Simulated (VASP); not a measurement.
Here is a VASP 6.6.1 calculation.

INCAR

```
SYSTEM = Zr
PREC = Accurate
ENCUT = 520
EDIFF = 1E-6
ISMEAR = -1
SIGMA = 0.05
LREAL = .FALSE.
LASPH = .TRUE.
NELM = 80
ALGO = Normal
ISIF = 2
LWAVE = .FALSE.
LCHARG = .FALSE.
GGA = PE
NBANDS = 19
```

Contents of KPOINTS:

```
regular mesh
0
G
  15 15 8
  0 0 0
```

POSCAR

```
Zr
1.0
    3.2314740221      0.0000000000      0.0000000000
   -1.6157370111      2.7985385948      0.0000000000
    0.0000000000      0.0000000000      5.1717654059
Zr
2
Direct
    0.3333333333      0.6666666667      0.2500000000
    0.6666666667      0.3333333333      0.7500000000
```

Potentials or basis: VASP PAW PBE potentials, release 64 (Zr_sv).

Command:

```bash
$ cat potpaw_PBE.64/Zr_sv/POTCAR > POTCAR
$ mpirun -np 1 vasp_std > vasp.out
```

Task: What does it give for the pressure?

Result: 0.0 GPa.

Task: Predict the band gap on the k mesh.

Result: Zero (bands 12 and 13 overlap by 1.18 eV).
